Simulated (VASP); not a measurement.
A run of VASP 6.6.1 is set up as follows.

File POSCAR:

```
LuAlP2
1.0
    3.7551134063      0.0000000000      0.0000000000
    0.0000000000      3.7551134063      0.0000000000
    0.0000000000      0.0000000000      5.4322892763
Al P Lu
1 2 1
Direct
    0.0000000000      0.0000000000      0.0000000000
    0.0000000000      0.0000000000      0.5000000000
    0.5000000000      0.5000000000      0.0000000000
    0.5000000000      0.5000000000      0.5000000000
```

INCAR.step1

```
PREC = Accurate ; ENCUT = 520
EDIFF = 1E-5 ; ISMEAR = -1
SIGMA = 0.02 ; LREAL = False
LASPH = True ; NELM = 100
ALGO = Normal ; ISIF = 2
LWAVE = True ; LCHARG = False
NBANDS = 27 ; GGA = PE
```

The input INCAR.step2:

```
PREC = Accurate ; ENCUT = 520
EDIFF = 1E-6 ; ISMEAR = -1
SIGMA = 0.02 ; LREAL = False
LASPH = True ; NELM = 100
ALGO = Normal ; ISIF = 2
LWAVE = False ; LCHARG = False
GGA = PE ; LHFCALC = True
HFSCREEN = 0.2079 ; PRECFOCK = Normal
NBANDS = 27 ; ISTART = 1
```

Contents of KPOINTS:

```
regular mesh
0
Gamma
  4 4 2
```

Potentials or basis: VASP PAW PBE potentials, release 64 (Al, P, Lu).

Run with:

```bash
$ cat potpaw_PBE.64/Al/POTCAR potpaw_PBE.64/P/POTCAR potpaw_PBE.64/Lu/POTCAR > POTCAR
$ cp INCAR.step1 INCAR
$ mpirun -np 1 vasp_std > vasp.out
$ cp INCAR.step2 INCAR
$ mpirun -np 1 vasp_std > vasp.out
```

Task: What does it give for the pressure?

Result: 1.0 GPa.

Task: Predict the band gap on the k mesh.

Result: Zero (bands 19 and 20 overlap by 1.42 eV).

Stress tensor (GPa, compression positive):
```
 2.50  0.00  0.00
 0.00  2.50  0.00
 0.00  0.00 -1.90
```

Caveat: the k points lie up to 0.58 Å⁻¹ apart, too coarse for converged energies and pressures of a metal; the PAW data sets were made with another functional, which shifts forces and pressure a little; spin-orbit coupling is left out, which moves the levels of the heavy elements.
